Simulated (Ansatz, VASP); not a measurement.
**Ge: VASP beside Ansatz**

Contents of INCAR:

```
PREC     = Accurate       # precision mode
ENCUT    = 520            # plane-wave cutoff, eV
EDIFF    = 1E-6           # SCF threshold, eV
ISMEAR   = -1             # smearing method
SIGMA    = 0.1            # smearing width, eV
LREAL    = F              # projectors in reciprocal space
LASPH    = T              # aspherical terms in the spheres
NELM     = 60             # most SCF steps
ALGO     = Normal         # electronic algorithm
ISIF     = 2              # what is computed and relaxed
LWAVE    = F              # write WAVECAR
LCHARG   = F              # write CHGCAR
NBANDS   = 21             # bands
```

The input KPOINTS:

```
Automatic mesh
0
Gamma
  11 11 6
```

POSCAR

```
Ge
1.0
    1.4929967340     -2.6033102959      0.0000000000
    1.4929967340      2.6033102959      0.0000000000
    0.0000000000      0.0000000000      4.7433024144
Ge
2
Direct
    0.6665530000      0.3334470000      0.2500000000
    0.3334470000      0.6665530000      0.7500000000
```

Input for Ansatz:

```yaml
crystal:
  lattice:
    - [1.4929967339916566, -2.6033102958838232, 0.0]
    - [1.4929967339916566, 2.6033102958838232, 0.0]
    - [0.0, 0.0, 4.743302414384447]
  atoms:
    - { symbol: Ge, position: [0.666553, 0.333447, 0.25] }
    - { symbol: Ge, position: [0.333447, 0.666553, 0.75] }
basis:
  ecutwfc: 500.0
kpoints:
  mp_grid:
    grid: [11, 11, 6]
hamiltonian:
  xc: lda
scf:
  convergence:
    dr2_threshold: 1.0e-10
  occupations:
    method: fermi_dirac
    width: 0.1
output:
  stress: true
```

Alike in both runs: task single point; functional LDA; k mesh 11 × 11 × 6; occupations fermi-dirac, width 0.1 eV; no spin polarisation.

```csv
,VASP,Ansatz
version,VASP 6.6.1,Ansatz 0.2.0
potentials or method,"VASP PAW LDA potentials, release 64 (Ge_d), cutoff 520 eV","plane waves, PAW"
valence electrons in the cell,28,28
```

|  | VASP | Ansatz | Ansatz less VASP |
| --- | --- | --- | --- |
| pressure (GPa) | -1.9 | -1.8 | +0.08 |
| traceless stress, the component that is largest in VASP (GPa) | 4.04 | 4.03 | -0.001 |

LDA's correlation is that of Perdew and Zunger in VASP and of Perdew and Wang (1992) in Ansatz.
